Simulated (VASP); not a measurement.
Write the native input for VASP 6.6.1 that does the following.

```yaml
Task: single point
Functional: PBE
Potentials_or_basis: VASP PAW PBE potentials, release 64 (Ba_sv)
Cutoff: 520 eV
k_mesh: 8 × 8 × 8
Occupations: gaussian, width 0.1 eV
Spin: no spin polarisation
Dipole_correction: no
Further_INCAR_settings: ALGO = Fast; EDIFF = 1e-06; NBANDS = 11
```

The structure of Ba lies in POSCAR:

```
Ba
1.0
   -2.5065000000      2.5065000000      2.5065000000
    2.5065000000     -2.5065000000      2.5065000000
    2.5065000000      2.5065000000     -2.5065000000
Ba
1
Direct
    0.0000000000      0.0000000000      0.0000000000
```

The input as run:

INCAR

```
SYSTEM = Ba
  PREC = Accurate
  ENCUT = 520
  EDIFF = 1E-6
  ISMEAR = 0
  SIGMA = 0.1
  LREAL = .False.
  LASPH = .True.
  NELM = 100
  ALGO = Fast
  ISIF = 2
  LWAVE = .False.
  LCHARG = .False.
  GGA = PE
  NBANDS = 11
```

KPOINTS

```
regular mesh
0
Gamma
  8 8 8
  0 0 0
```

Potentials or basis: VASP PAW PBE potentials, release 64 (Ba_sv).

The run is started by

```console
$ cat potpaw_PBE.64/Ba_sv/POTCAR > POTCAR
$ mpirun -np 1 vasp_std > vasp.out
```

It gave:

```
Pressure               : 0.0 GPa
Band gap on the k mesh : zero (band 5 reaches 2.17 eV, above the bottom of band 6 at 1.10 eV)
```

Caveat: spin-orbit coupling is left out, which moves the levels of the heavy elements.

Wall time 21 s on 1 thread of Intel Xeon 8259CL, on a shared host, peak memory 0.18 GiB.
